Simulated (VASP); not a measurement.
# Cu4Mo (I4/mmm) in VASP: further runs, part 3 of 3

VASP 6.6.1. The steps go on from the part before.

**4. Relaxation of cell and atoms, PBE**

File INCAR:

```
SYSTEM = Cu4Mo
  ALGO = Normal
  EDIFF = 1E-6
  EDIFFG = -0.04
  ENCUT = 600
  GGA = PE
  IBRION = 2
  ISIF = 3
  ISMEAR = 0
  LASPH = .True.
  LCHARG = .False.
  LREAL = .False.
  LWAVE = .False.
  NELM = 100
  NSW = 90
  PREC = Accurate
  SIGMA = 0.1
```

File KPOINTS:

```
k-points
0
Gamma
  6 6 6
  0 0 0
```

File POSCAR:

```
Cu4Mo
1.0
   -2.0677251800      2.0677251800      3.7882357600
    2.0677251800     -2.0677251800      3.7882357600
    2.0677251800      2.0677251800     -3.7882357600
Cu Mo
4 1
Direct
    0.7481527900      0.7481527900      0.0000000000
    0.5000000000      0.0000000000      0.5000000000
    0.0000000000      0.5000000000      0.5000000000
    0.2518472100      0.2518472100      0.0000000000
    0.0000000000      0.0000000000      0.0000000000
```

Potentials or basis: VASP PAW PBE potentials, release 64 (Cu, Mo_sv).

On the command line:

```sh
$ cat potpaw_PBE.64/Cu/POTCAR potpaw_PBE.64/Mo_sv/POTCAR > POTCAR
$ mpirun -np 1 vasp_std > vasp.out
```

OUTCAR:

```text
SYSTEM = Cu4Mo
   EDIFF = 1E-6
   EDIFFG = -0.04
   ENCUT = 600
   GGA = PE
   IBRION = 2
   ISIF = 3
   ISMEAR = 0
   LASPH = .True.
   LREAL = .False.
   NELM = 100
   NSW = 90
   PREC = Accurate

 ion  position               nearest neighbor table
   1  0.748  0.748  0.000-   5 1.91
   2  0.500  0.000  0.500-   5 2.07   5 2.07
   3  0.000  0.500  0.500-   5 2.07   5 2.07
   4  0.252  0.252  0.000-   5 1.91
   5  0.000  0.000  0.000-   1 1.91   4 1.91   3 2.07   2 2.07   3 2.07   2 2.07

  LATTYP: Found a body centered tetragonal cell.
 ALAT       =     4.1354503600
 C/A-ratio  =     1.8320789419

  Lattice vectors:

 A1 = (  -2.0677251800,   2.0677251800,   3.7882357600)
 A2 = (   2.0677251800,  -2.0677251800,   3.7882357600)
 A3 = (   2.0677251800,   2.0677251800,  -3.7882357600)

Analysis of symmetry for initial positions (statically):
=====================================================================
 Subroutine PRICEL returns:
 Original cell was already a primitive cell.

 Routine SETGRP: Setting up the symmetry group for a
 body centered tetragonal supercell.

 Subroutine GETGRP returns: Found 16 space group operations
 (whereof 16 operations were pure point group operations)
 out of a pool of 16 trial point group operations.

The static configuration has the point symmetry D_4h.

Analysis of symmetry for dynamics (positions and initial velocities):
=====================================================================
 Subroutine PRICEL returns:
 Original cell was already a primitive cell.

 Routine SETGRP: Setting up the symmetry group for a
 body centered tetragonal supercell.

 Subroutine GETGRP returns: Found 16 space group operations
 (whereof 16 operations were pure point group operations)
 out of a pool of 16 trial point group operations.

The dynamic configuration has the point symmetry D_4h.

 Subroutine INISYM returns: Found 16 space group operations
 (whereof 16 operations are pure point group operations),
 and found     1 'primitive' translations

----------------------------------------------------------------------------------------

                                     Primitive cell

  volume of cell :      64.7862

  direct lattice vectors                    reciprocal lattice vectors
    -2.067725180  2.067725180  3.788235760     0.000000000  0.241811632  0.131987561
     2.067725180 -2.067725180  3.788235760     0.241811632  0.000000000  0.131987561
     2.067725180  2.067725180 -3.788235760     0.241811632  0.241811632  0.000000000

  length of vectors
     4.785572590  4.785572590  4.785572590     0.275487897  0.275487897  0.341973289

  position of ions in fractional coordinates (direct lattice)
     0.748152790  0.748152790  0.000000000
     0.500000000  0.000000000  0.500000000
     0.000000000  0.500000000  0.500000000
     0.251847210  0.251847210  0.000000000
     0.000000000  0.000000000  0.000000000

  ion indices of the primitive-cell ions
   primitive index   ion index
                 1           1
                 2           2
                 3           3
                 4           4
                 5           5

----------------------------------------------------------------------------------------

[... 59 lines left out ...]
 SYSTEM =  Cu4Mo
   PREC   = accura    normal or accurate (medium, high low for compatibility)
   ISTART =      0    job   : 0-new  1-cont  2-samecut
   ICHARG =      2    charge: 1-file 2-atom 10-const
   ISPIN  =      1    spin polarized calculation?
   LNONCOLLINEAR =      F non collinear calculations
   LSORBIT =      F    spin-orbit coupling
   LASPH  =      T    aspherical Exc in radial PAW
   ENCUT  =  600.0 eV  44.10 Ry    6.64 a.u.   9.56  9.56  9.56*2*pi/ulx,y,z
   NELM   =    100;   NELMIN=  2; NELMDL= -5     # of ELM steps
   EDIFF  = 0.1E-05   stopping-criterion for ELM
   LREAL  =      F    real-space projection
   EDIFFG = -.4E-01   stopping-criterion for IOM
   NSW    =     90    number of steps for IOM
   IBRION =      2    ionic relax: 0-MD 1-quasi-New 2-CG
   NFREE  =      1    steps in history (QN), initial steepest desc. (CG)
   ISIF   =      3    stress and relaxation
   ISYM   =      2    0-nonsym 1-usesym 2-fastsym
   POTIM  = 0.5000    time-step for ionic-motion
   TEBEG  =    0.0;   TEEND  =   0.0 temperature during run
   PSTRESS=    0.0 pullay stress
   NELECT =      58.0000    total number of electrons
   NUPDOWN=      -1.0000    fix difference up-down
   EMIN   =  10.00;   EMAX   =-10.00  energy-range for DOS
   EFERMI =   0.00;   METHOD = LEGACY
   ISMEAR =     0;   SIGMA  =   0.10  broadening in eV -4-tet -1-fermi 0-gaus
   EFERMI_NEDOS =   21; number of points for ismear=-14 and -15
   IALGO  =     38    algorithm
   IMIX   =      4    mixing-type and parameters
     AMIX     =   0.40;   BMIX     =  1.00
     AMIX_MAG =   1.60;   BMIX_MAG =  1.00
  volume/ion in A,a.u.               =      12.96        87.44
  Fermi-wavevector in a.u.,A,eV,Ry     =   1.577817  2.981642 33.871790  2.489506
  Thomas-Fermi vector in A             =   2.678442
   LORBIT       =      0    0 simple, 1 ext, 2 COOP (PROOUT), +10 PAW based schemes
   GGA     = PE    functional components
   LHFCALC =     F    Hartree Fock is set to
   AEXX    =    0.0000 exact exchange contribution
   IVDW    =     0    specifies the selected vdW correction
   LEPSILON=     F    determine dielectric tensor
   LRPA    =     F    only Hartree local field effects (RPA)
 conjugate gradient relaxation of ions
 non-spin polarized calculation
 Gauss-broadening in eV      SIGMA  =   0.10
  energy-cutoff  :      600.00
  volume of cell :       64.79
 maximum number of plane-waves:      2179
 NGX is ok and might be reduce to    40
   NGX = 19   NGY = 19   NGZ = 19

--------------------------------------- Ionic step        1  -------------------------------------------

 number of electron      57.9999977 magnetization

 Free energy of the ion-electron system (eV)
  ---------------------------------------------------
  ext. energy  EPLUGINS =         0.00000000
  ---------------------------------------------------
  free energy    TOTEN  =       -11.68847024 eV

  energy without entropy =      -11.66664443  energy(sigma->0) =      -11.67755733

------------------------ aborting loop because EDIFF is reached ----------------------------------------

  FORCE on cell =-STRESS in cart. coord.  units (eV):
  Direction    XX          YY          ZZ          XY          YZ          ZX
  --------------------------------------------------------------------------------------
  -------------------------------------------------------------------------------------
  Total       26.1156329     26.1156329     45.4405127      0.0000000     -0.0000000      0.0000000
  in kB      645.8453147    645.8453147   1123.7538221      0.0000000     -0.0000000      0.0000000
  external PRESSURE =     805.1481505 kB  Pullay stress =       0.0000000 kB
[... 26 lines left out ...]
--------------------------------------- Ionic step        2  -------------------------------------------

 number of electron      58.0000030 magnetization

 E-fermi :   1.2548     XC(G=0):  -8.4725

 val. band max:        1.2409402231   @ k =  -0.1667   0.1667   0.1667
 cond. band min:       1.2758644509   @ k =  -0.3333   0.3333   0.3333
 fundamental gap:      0.0349242277
 Fermi energy:         1.2547505458

 k-point     1 :       0.0000    0.0000    0.0000
  band No.  band energies     occupation
      1     -59.7173      2.00000
      2     -33.8065      2.00000
      3     -33.7767      2.00000
      4     -33.7767      2.00000
      5      -3.5667      2.00000
      6      -2.2060      2.00000
[... 950 lines left out ...]
  FREE ENERGIE OF THE ION-ELECTRON SYSTEM (eV)
  ---------------------------------------------------
  free  energy   TOTEN  =       -18.5846543458 eV

  energy  without entropy=      -18.5602396828  energy(sigma->0) =      -18.57244701

[... ionic steps 4 to 18 ...]

--------------------------------------- Ionic step       19  -------------------------------------------

 number of electron      58.0000006 magnetization

------------------------ aborting loop because EDIFF is reached ----------------------------------------
[... 73 lines left out ...]
--------------------------------------- Ionic step       21  -------------------------------------------

 number of electron      58.0000009 magnetization

 Free energy of the ion-electron system (eV)
  ---------------------------------------------------
  ext. energy  EPLUGINS =         0.00000000
  ---------------------------------------------------
  free energy    TOTEN  =       -20.12479992 eV

  energy without entropy =      -20.10454390  energy(sigma->0) =      -20.11467191

 E-fermi :   5.7997     XC(G=0): -11.3467

 val. band max:        5.7984706426   @ k =   0.5000   0.5000   0.3333
 cond. band min:       5.8015281774   @ k =   0.3333  -0.0000   0.0000
 fundamental gap:      0.0030575347
 Fermi energy:         5.7997469986

 k-point     1 :       0.0000    0.0000    0.0000
  band No.  band energies     occupation
      1     -55.0150      2.00000
      2     -29.1676      2.00000
      3     -29.1468      2.00000
      4     -29.1468      2.00000
      5      -1.4685      2.00000
      6       1.3160      2.00000
[... 911 lines left out ...]
  FREE ENERGIE OF THE ION-ELECTRON SYSTEM (eV)
  ---------------------------------------------------
  free  energy   TOTEN  =       -20.1247999152 eV

  energy  without entropy=      -20.1045438973  energy(sigma->0) =      -20.11467191

 reached required accuracy - stopping structural energy minimisation
```

Run time: 39 min. Hardware: 1 thread of Intel Xeon Platinum 8488C (Sapphire Rapids), shared host; peak memory 0.29 GiB.

Results:

| Property | Result |
| --- | --- |
| Free energy | -20.1248 eV |
| Relaxed volume | 16.18 Å³/atom |
| Relaxed cell | a = 4.919 Å, b = 4.919 Å, c = 4.919 Å, α = 122.39°, β = 122.39°, γ = 85.91° |
| Space group after relaxing (to 0.1 Å) | I4/mmm (No. 139) |
| Energy gained by relaxing | 1687.3 meV/atom |
| Ionic steps | 21 |
| Pressure after relaxing | 0.2 GPa |
| Largest force after relaxing | 0.017 eV/Å |
| Band gap on the k mesh | zero (bands 29 and 30 overlap by 1.16 eV) |

Forces in eV/Å, atoms in the order of the input:
```
Cu   0.000  0.000 -0.017
Cu   0.000  0.000  0.000
Cu   0.000  0.000  0.000
Cu   0.000  0.000  0.017
Mo   0.000  0.000  0.000
```

Stress tensor (GPa, compression positive):
```
0.27 0.00 0.00
0.00 0.27 0.00
0.00 0.00 0.19
```

Step by step:
| step | energy change (eV) | largest force (eV/Å) | pressure (GPa) | volume (Å³) |
| --- | --- | --- | --- | --- |
| 1 | 0.0000 | 12.9980 | 80.51 | 64.79 |
| 2 | -3.4402 | 0.5623 | -11.68 | 146.07 |
| 3 | -6.8962 | 0.2234 | -4.17 | 94.33 |
| 4 | -6.9601 | 0.2957 | -2.77 | 92.25 |
| 5 | -7.0128 | 0.6195 | 2.07 | 86.77 |
| 6 | -7.0180 | 0.5543 | 1.34 | 87.61 |
| 7 | -7.5170 | 0.9219 | -3.54 | 90.21 |
| 8 | -7.6290 | 1.2913 | -5.56 | 91.67 |
| 9 | -8.0183 | 1.7947 | -1.85 | 85.08 |
| 10 | -8.0898 | 2.0128 | 7.92 | 76.29 |
| 11 | -8.1532 | 2.1220 | 2.42 | 80.05 |
| 12 | -8.3783 | 0.5754 | 3.60 | 78.43 |
| 13 | -8.3832 | 0.2366 | 3.76 | 78.16 |
| 14 | -8.4310 | 0.1802 | 0.39 | 80.62 |
| 15 | -8.4331 | 0.1697 | -0.09 | 81.17 |
| 16 | -8.4294 | 0.1504 | -1.22 | 82.27 |
| 17 | -8.4332 | 0.1648 | -0.57 | 81.43 |
| 18 | -8.4333 | 0.1665 | -0.46 | 81.33 |
| 19 | -8.4332 | 0.1677 | -0.36 | 81.26 |
| 20 | -8.4359 | 0.0759 | -0.13 | 81.04 |
| 21 | -8.4363 | 0.0166 | 0.25 | 80.90 |

Final structure:
```
CELL_PARAMETERS angstrom
-2.37023 2.37023 3.60011
2.37023 -2.37023 3.60011
2.37023 2.37023 -3.60011
ATOMIC_POSITIONS crystal
Cu 0.66339 0.66339 0.00000
Cu 0.50000 0.00000 0.50000
Cu 0.00000 0.50000 0.50000
Cu 0.33661 0.33661 0.00000
Mo 0.00000 0.00000 0.00000
```

Caveat: the volume moved by over 15 % at a fixed basis, so the end points are rough.

**5. Single point, PBE**

This run uses another cell than the first one, of 16.17 Å³/atom.

File INCAR:

```
SYSTEM = Cu4Mo
PREC     = Accurate       ! precision mode
ENCUT    = 520            ! plane-wave cutoff, eV
EDIFF    = 1E-7           ! SCF threshold, eV
ISMEAR   = 0              ! smearing method
SIGMA    = 0.1            ! smearing width, eV
LREAL    = .FALSE.        ! projectors in reciprocal space
LASPH    = .TRUE.         ! aspherical terms in the spheres
NELM     = 100            ! most SCF steps
ALGO     = Fast           ! electronic algorithm
ISIF     = 2              ! what is computed and relaxed
LWAVE    = .FALSE.        ! write WAVECAR
LCHARG   = .FALSE.        ! write CHGCAR
GGA      = PE             ! functional
NBANDS   = 37             ! bands
```

File KPOINTS:

```
regular mesh
0
G
  12 12 12
  0 0 0
```

File POSCAR:

```
Cu4Mo
1.0
   -2.3707738819      2.3707738819      3.5964373895
    2.3707738819     -2.3707738819      3.5964373895
    2.3707738819      2.3707738819     -3.5964373895
Cu Mo
4 1
Direct
    0.6632470653      0.6632470653      0.0000000000
    0.5000000000      0.0000000000      0.5000000000
    0.0000000000      0.5000000000      0.5000000000
    0.3367529347      0.3367529347      0.0000000000
    0.0000000000      0.0000000000      0.0000000000
```

On the command line:

```sh
$ cat potpaw_PBE.64/Cu/POTCAR potpaw_PBE.64/Mo_sv/POTCAR > POTCAR
$ mpirun -np 1 vasp_std > vasp.out
```

It took 16 min on 1 thread of Intel Xeon Platinum 8488C (Sapphire Rapids), shared host; peak memory 0.53 GiB.

The run converged. Its results:

* Free energy: -20.1295 eV
* Pressure: 0.4 GPa
* Largest force: 0.014 eV/Å
* Band gap on the k mesh: zero (bands 29 and 30 overlap by 1.19 eV)

Forces in eV/Å, atoms in the order of the input:
```
Cu   0.000  0.000 -0.014
Cu   0.000  0.000  0.000
Cu   0.000  0.000  0.000
Cu   0.000  0.000  0.014
Mo   0.000  0.000  0.000
```

Levels at points of the mesh, in eV from the Fermi level:
```csv
k point,band 25,band 26,band 27,band 28,band 29,band 30,band 31,band 32,band 33,band 34
"(0.00, 0.00, 0.00)",-2.11,-0.33,-0.16,0.55,0.55,1.08,2.77,2.77,3.15,4.44
"(0.50, 0.00, 0.00)",-2.09,-1.84,-0.77,-0.61,-0.21,0.19,0.74,1.78,3.45,3.84
"(0.50, 0.50, 0.00)",-1.94,-1.64,-1.18,-1.00,-0.71,-0.62,0.13,0.40,1.24,1.45
"(0.50, 0.50, 0.50)",-2.03,-1.92,-0.25,-0.21,-0.19,-0.19,0.86,0.86,1.08,3.31
```

**6. The runs side by side**

| task | cell | k mesh | cutoff (eV) | gap on the mesh (eV) | pressure (GPa) | largest force (eV/Å) |
| --- | --- | --- | --- | --- | --- | --- |
| single point | a = 4.786 Å, angles 128.8, 128.8, 75.3°, 5 atoms, atomic positions A | 6 × 6 × 6 | 520 | none | 80.4 | 13.00 |
| single point | a = 4.917 Å, angles 122.3, 122.3, 86.0°, 5 atoms, atomic positions B | 6 × 6 × 6 | 520 | none | 0.4 | 0.01 |
| relaxation of cell and atoms | relaxed from a = 4.786 Å, angles 128.8, 128.8, 75.3°, 5 atoms, atomic positions A | 6 × 6 × 6 | 600 | none | 0.2 | 0.02 |
| single point | a = 4.917 Å, angles 122.3, 122.3, 86.0°, 5 atoms, atomic positions B | 12 × 12 × 12 | 520 | none | 0.4 | 0.01 |

Alike in all rows: level PBE; potentials or basis VASP PAW PBE potentials, release 64 (Cu, Mo_sv); no spin polarisation; smearing gaussian 0.1 eV.

Caveats: atoms lie so close that the PAW spheres overlap strongly, which falsifies energies and pressures (at least some runs); the cell stands under pressure (at least some runs); forces of over 1 eV/Å act on the atoms, so gaps and moduli don't describe the material at rest (at least some runs); the volume moved by over 15 % at a fixed basis, so the end points are rough (at least some runs).

Total energies depend on the potentials used, so only differences within one code and one set of settings carry meaning.
